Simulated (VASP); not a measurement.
# MgS (Fm-3m) in VASP: notebook

Runs on MgS. Level: PBEsol. Tasks: relaxation of cell and atoms, single point.

Program: VASP 6.6.1. These are calculated values, not measurements. Logs are shortened: lines on timing, memory, paths and dates and some standing lists are left out, and cuts for length are marked.

### 1 The cell of the first run

Symmetry: Fm-3m, No. 225, cubic system. The conventional cell has a = 5.182 Å, b = 5.182 Å, c = 5.182 Å, α = 90.00°, β = 90.00°, γ = 90.00°. Mg (site symmetry m-3m) has 6 S at 2.59 Å within 3.4 Å. Within 3.4 Å of S (site symmetry m-3m) lie 6 Mg at 2.59 Å.

### 2 Relaxation of cell and atoms, PBEsol

Input file INCAR:

```
ALGO = Normal ; EDIFF = 1E-6
EDIFFG = -0.001 ; ENCUT = 600
GGA = PS ; IBRION = 2
ISIF = 3 ; ISMEAR = 0
LASPH = True ; LCHARG = False
LREAL = False ; LWAVE = False
NELM = 60 ; NSW = 80
PREC = Accurate ; SIGMA = 0.01
```

Input file KPOINTS:

```
k-points
0
Gamma
  8 8 8
```

Input file POSCAR:

```
MgS
1.0
    0.0000000000      2.5909905695      2.5909905695
    2.5909905695      0.0000000000      2.5909905695
    2.5909905695      2.5909905695      0.0000000000
Mg S
1 1
Direct
    0.0000000000      0.0000000000      0.0000000000
    0.5000000000      0.5000000000      0.5000000000
```

Potentials or basis: VASP PAW PBE potentials, release 64 (Mg, S).

On the command line:

```console
> cat potpaw_PBE.64/Mg/POTCAR potpaw_PBE.64/S/POTCAR > POTCAR
> mpirun -np 1 vasp_std > vasp.out
```

OUTCAR:

```text
EDIFF = 1E-6
   EDIFFG = -0.001
   ENCUT = 600
   GGA = PS
   IBRION = 2
   ISIF = 3
   ISMEAR = 0
   LASPH = True
   LREAL = False
   NELM = 60
   NSW = 80
   PREC = Accurate

 ion  position               nearest neighbor table
   1  0.000  0.000  0.000-   2 2.59   2 2.59   2 2.59   2 2.59   2 2.59   2 2.59
   2  0.500  0.500  0.500-   1 2.59   1 2.59   1 2.59   1 2.59   1 2.59   1 2.59

  LATTYP: Found a face centered cubic cell.
 ALAT       =     5.1819811390

  Lattice vectors:

 A1 = (   0.0000000000,   2.5909905695,   2.5909905695)
 A2 = (   2.5909905695,   0.0000000000,   2.5909905695)
 A3 = (   2.5909905695,   2.5909905695,   0.0000000000)

Analysis of symmetry for initial positions (statically):
=====================================================================
 Subroutine PRICEL returns:
 Original cell was already a primitive cell.

 Routine SETGRP: Setting up the symmetry group for a
 face centered cubic supercell.

 Subroutine GETGRP returns: Found 48 space group operations
 (whereof 48 operations were pure point group operations)
 out of a pool of 48 trial point group operations.

The static configuration has the point symmetry O_h .

Analysis of symmetry for dynamics (positions and initial velocities):
=====================================================================
 Subroutine PRICEL returns:
 Original cell was already a primitive cell.

 Routine SETGRP: Setting up the symmetry group for a
 face centered cubic supercell.

 Subroutine GETGRP returns: Found 48 space group operations
 (whereof 48 operations were pure point group operations)
 out of a pool of 48 trial point group operations.

The dynamic configuration has the point symmetry O_h .

 Subroutine INISYM returns: Found 48 space group operations
 (whereof 48 operations are pure point group operations),
 and found     1 'primitive' translations

----------------------------------------------------------------------------------------

                                     Primitive cell

  volume of cell :      34.7878

  direct lattice vectors                    reciprocal lattice vectors
     0.000000000  2.590990570  2.590990570    -0.192976387  0.192976387  0.192976387
     2.590990570  0.000000000  2.590990570     0.192976387 -0.192976387  0.192976387
     2.590990570  2.590990570  0.000000000     0.192976387  0.192976387 -0.192976387

  length of vectors
     3.664214003  3.664214003  3.664214003     0.334244908  0.334244908  0.334244908

  position of ions in fractional coordinates (direct lattice)
     0.000000000  0.000000000  0.000000000
     0.500000000  0.500000000  0.500000000

  ion indices of the primitive-cell ions
   primitive index   ion index
                 1           1
                 2           2

----------------------------------------------------------------------------------------

 KPOINTS: k-points

Automatic generation of k-mesh.
 Grid dimensions read from file:
 generate k-points for:    8    8    8

 Generating k-lattice:

  Cartesian coordinates                     Fractional coordinates (reciprocal lattice)
    -0.024122048  0.024122048  0.024122048     0.125000000  0.000000000  0.000000000
     0.024122048 -0.024122048  0.024122048     0.000000000  0.125000000  0.000000000
     0.024122048  0.024122048 -0.024122048     0.000000000  0.000000000  0.125000000

  Length of vectors
     0.041780613  0.041780613  0.041780613

  Shift w.r.t. Gamma in fractional coordinates (k-lattice)
     0.000000000  0.000000000  0.000000000

 Subroutine IBZKPT returns following result:
 ===========================================

 Found     29 irreducible k-points:

 Following reciprocal coordinates:
            Coordinates               Weight
  0.000000  0.000000  0.000000      1.000000
  0.125000  0.000000  0.000000      8.000000
  0.250000  0.000000  0.000000      8.000000
  0.375000  0.000000  0.000000      8.000000
  0.500000  0.000000  0.000000      4.000000
  0.125000  0.125000  0.000000      6.000000
[... 16 lines left out ...]
  0.500000  0.250000  0.125000     48.000000
 -0.375000  0.250000  0.125000     24.000000
 [... further k-points ...]
   k-points           NKPTS =     29   k-points in BZ     NKDIM =     29   number of bands    NBANDS=      8
   number of dos      NEDOS =    301   number of ions     NIONS =      2
   total plane-waves  NPLWV =  27000
   dimension x,y,z NGX =    30 NGY =   30 NGZ =   30
   dimension x,y,z NGXF=    60 NGYF=   60 NGZF=   60
   ions per type =               1   1
   NGX,Y,Z   is equivalent  to a cutoff of  13.61, 13.61, 13.61 a.u.
   NGXF,Y,Z  is equivalent  to a cutoff of  27.22, 27.22, 27.22 a.u.
 SYSTEM =  unknown system
   PREC   = accura    normal or accurate (medium, high low for compatibility)
   ISTART =      0    job   : 0-new  1-cont  2-samecut
   ICHARG =      2    charge: 1-file 2-atom 10-const
   ISPIN  =      1    spin polarized calculation?
   LNONCOLLINEAR =      F non collinear calculations
   LSORBIT =      F    spin-orbit coupling
   LASPH  =      T    aspherical Exc in radial PAW
   ENCUT  =  600.0 eV  44.10 Ry    6.64 a.u.   7.32  7.32  7.32*2*pi/ulx,y,z
   NELM   =     60;   NELMIN=  2; NELMDL= -5     # of ELM steps
   EDIFF  = 0.1E-05   stopping-criterion for ELM
   LREAL  =      F    real-space projection
   EDIFFG = -.1E-02   stopping-criterion for IOM
   NSW    =     80    number of steps for IOM
   IBRION =      2    ionic relax: 0-MD 1-quasi-New 2-CG
   NFREE  =      1    steps in history (QN), initial steepest desc. (CG)
   ISIF   =      3    stress and relaxation
   ISYM   =      2    0-nonsym 1-usesym 2-fastsym
   POTIM  = 0.5000    time-step for ionic-motion
   TEBEG  =    0.0;   TEEND  =   0.0 temperature during run
   PSTRESS=    0.0 pullay stress
   NELECT =       8.0000    total number of electrons
   NUPDOWN=      -1.0000    fix difference up-down
   EMIN   =  10.00;   EMAX   =-10.00  energy-range for DOS
   EFERMI =   0.00;   METHOD = LEGACY
   ISMEAR =     0;   SIGMA  =   0.01  broadening in eV -4-tet -1-fermi 0-gaus
   EFERMI_NEDOS =   21; number of points for ismear=-14 and -15
   IALGO  =     38    algorithm
   IMIX   =      4    mixing-type and parameters
     AMIX     =   0.40;   BMIX     =  1.00
     AMIX_MAG =   1.60;   BMIX_MAG =  1.00
  volume/ion in A,a.u.               =      17.39       117.38
  Fermi-wavevector in a.u.,A,eV,Ry     =   1.002988  1.895372 13.687251  1.005985
  Thomas-Fermi vector in A             =   2.135511
   LORBIT       =      0    0 simple, 1 ext, 2 COOP (PROOUT), +10 PAW based schemes
   GGA     = PS    functional components
   LHFCALC =     F    Hartree Fock is set to
   AEXX    =    0.0000 exact exchange contribution
   IVDW    =     0    specifies the selected vdW correction
   LEPSILON=     F    determine dielectric tensor
   LRPA    =     F    only Hartree local field effects (RPA)
 conjugate gradient relaxation of ions
 non-spin polarized calculation
 Gauss-broadening in eV      SIGMA  =   0.01
  energy-cutoff  :      600.00
  volume of cell :       34.79
 maximum number of plane-waves:      1211
 NGX is ok and might be reduce to    30
   NGX = 15   NGY = 15   NGZ = 15

--------------------------------------- Ionic step        1  -------------------------------------------

 number of electron       8.0000000 magnetization

 Free energy of the ion-electron system (eV)
  ---------------------------------------------------
  ext. energy  EPLUGINS =         0.00000000
  ---------------------------------------------------
  free energy    TOTEN  =        -9.07550317 eV

  energy without entropy =       -9.07550317  energy(sigma->0) =       -9.07550317

------------------------ aborting loop because EDIFF is reached ----------------------------------------

  FORCE on cell =-STRESS in cart. coord.  units (eV):
  Direction    XX          YY          ZZ          XY          YZ          ZX
  --------------------------------------------------------------------------------------
  -------------------------------------------------------------------------------------
  Total       -0.0376892     -0.0376892     -0.0376892      0.0000000     -0.0000000      0.0000000
  in kB       -1.7357993     -1.7357993     -1.7357993      0.0000000     -0.0000000      0.0000000
  external PRESSURE =      -1.7357993 kB  Pullay stress =       0.0000000 kB
[... 57 lines left out ...]
  energy  without entropy=       -9.0755405596  energy(sigma->0) =       -9.07554056

--------------------------------------- Ionic step        3  -------------------------------------------

 number of electron       8.0000000 magnetization

 Free energy of the ion-electron system (eV)
  ---------------------------------------------------
  ext. energy  EPLUGINS =         0.00000000
  ---------------------------------------------------
  free energy    TOTEN  =        -9.07554434 eV

  energy without entropy =       -9.07554434  energy(sigma->0) =       -9.07554434

 E-fermi :   3.8766     XC(G=0):  -9.8968

 val. band max:        3.8058736227   @ k =   0.0000   0.0000   0.0000
 cond. band min:       6.5399921504   @ k =   0.5000   0.5000   0.0000
 fundamental gap:      2.7341185277
 Fermi energy:         3.8766490855

 k-point     1 :       0.0000    0.0000    0.0000
  band No.  band energies     occupation
      1      -8.9614      2.00000
      2       3.8059      2.00000
      3       3.8059      2.00000
      4       3.8059      2.00000
      5       7.5133      0.00000
      6      11.6504      0.00000
      7      11.6504      0.00000
      8      11.6504      0.00000
[... 243 lines left out ...]
 k-point    24 :      -0.3750    0.2500    0.1250
  band No.  band energies     occupation
      1      -7.3924      2.00000
      2      -0.6317      2.00000
      3       1.5844      2.00000
      4       2.6096      2.00000
      5       9.3433      0.00000
      6       9.8254      0.00000
      7      12.1981      0.00000
      8      13.2073      0.00000

 [... further k-points ...]

------------------------ aborting loop because EDIFF is reached ----------------------------------------

  FORCE on cell =-STRESS in cart. coord.  units (eV):
  Direction    XX          YY          ZZ          XY          YZ          ZX
  --------------------------------------------------------------------------------------
  -------------------------------------------------------------------------------------
  Total        0.0006230      0.0006230      0.0006230      0.0000000     -0.0000000     -0.0000000
  in kB        0.0287581      0.0287581      0.0287581      0.0000000     -0.0000000     -0.0000000
  external PRESSURE =       0.0287581 kB  Pullay stress =       0.0000000 kB
[... 17 lines left out ...]
  FREE ENERGIE OF THE ION-ELECTRON SYSTEM (eV)
  ---------------------------------------------------
  free  energy   TOTEN  =        -9.0755443370 eV

  energy  without entropy=       -9.0755443370  energy(sigma->0) =       -9.07554434

 reached required accuracy - stopping structural energy minimisation
```

Run time: 11 s. Hardware: 1 thread of AMD EPYC 9R14 (Zen 4), shared host; peak memory 0.14 GiB.

What came out:

```
Free energy                            : -9.0755 eV
Relaxed volume                         : 17.36 Å³/atom
Relaxed cell                           : a = 3.662 Å, b = 3.662 Å, c = 3.662 Å, α = 60.00°, β = 60.00°, γ = 60.00°
Space group after relaxing (to 0.05 Å) : Fm-3m (No. 225)
Energy gained by relaxing              : 0.0 meV/atom
Ionic steps                            : 3
Pressure after relaxing                : 0.0 GPa
Band gap on the k mesh                 : 2.73 eV, indirect (least direct gap 3.71 eV)
```

Final structure:
```cif
data_structure
_symmetry_space_group_name_H-M 'P 1'
_symmetry_Int_Tables_number 1
_cell_length_a 3.6615
_cell_length_b 3.6615
_cell_length_c 3.6615
_cell_angle_alpha 60.000
_cell_angle_beta 60.000
_cell_angle_gamma 60.000
_cell_volume 34.71
loop_
_atom_site_label
_atom_site_type_symbol
_atom_site_fract_x
_atom_site_fract_y
_atom_site_fract_z
_atom_site_occupancy
Mg1 Mg 0.00000 0.00000 0.00000 1
S1 S 0.50000 0.50000 0.50000 1
```

Caveat: the PAW data sets were made with another functional, which shifts forces and pressure a little.

### 3 Single point, PBEsol

This run uses another cell than the first one, of 17.61 Å³/atom, 1.012 times its volume.

Input file INCAR:

```
SYSTEM = MgS
  ALGO = Normal
  EDIFF = 1E-6
  ENCUT = 600
  GGA = PS
  GGA_COMPAT = .False.
  ISIF = 2
  ISMEAR = 0
  LASPH = .True.
  LCHARG = .False.
  LREAL = .False.
  LWAVE = .False.
  NBANDS = 11
  NELM = 120
  PREC = Accurate
  SIGMA = 0.1
```

Input file KPOINTS:

```
k-points
0
Gamma
  6 6 6
  0 0 0
```

Input file POSCAR:

```
MgS
1.0
    0.0000000000      2.6016500000      2.6016500000
    2.6016500000      0.0000000000      2.6016500000
    2.6016500000      2.6016500000      0.0000000000
Mg S
1 1
Direct
    0.0000000000      0.0000000000      0.0000000000
    0.5000000000      0.5000000000      0.5000000000
```

Potentials or basis: VASP PAW PBE potentials, release 64 (Mg, S).

On the command line:

```console
> cat potpaw_PBE.64/Mg/POTCAR potpaw_PBE.64/S/POTCAR > POTCAR
> mpirun -np 1 vasp_std > vasp.out
```

Wall time 18 s (1 thread of AMD EPYC 7R13, shared host); peak memory 0.14 GiB.

It converged, with:

| Property | Result |
| --- | --- |
| Free energy | -9.0708 eV |
| Pressure | -1.1 GPa |
| Band gap on the k mesh | 2.70 eV, indirect (least direct gap 3.59 eV) |

Levels at points of the mesh, in eV from the valence-band top:
| k point | band 1 | band 2 | band 3 | band 4 | band 5 | band 6 | band 7 | band 8 | band 9 |
| --- | --- | --- | --- | --- | --- | --- | --- | --- | --- |
| (0.00, 0.00, 0.00) | -12.68 | 0.00 | 0.00 | 0.00 | 3.59 | 7.85 | 7.85 | 7.85 | 10.31 |
| (0.50, 0.00, 0.00) | -11.36 | -4.90 | -0.60 | -0.60 | 4.40 | 6.82 | 6.82 | 10.07 | 11.97 |
| (0.50, 0.50, 0.00) | -10.98 | -4.26 | -1.71 | -1.71 | 2.70 | 4.24 | 11.87 | 12.82 | 13.26 |

Caveat: the PAW data sets were made with another functional, which shifts forces and pressure a little. A k mesh can miss the band edges.
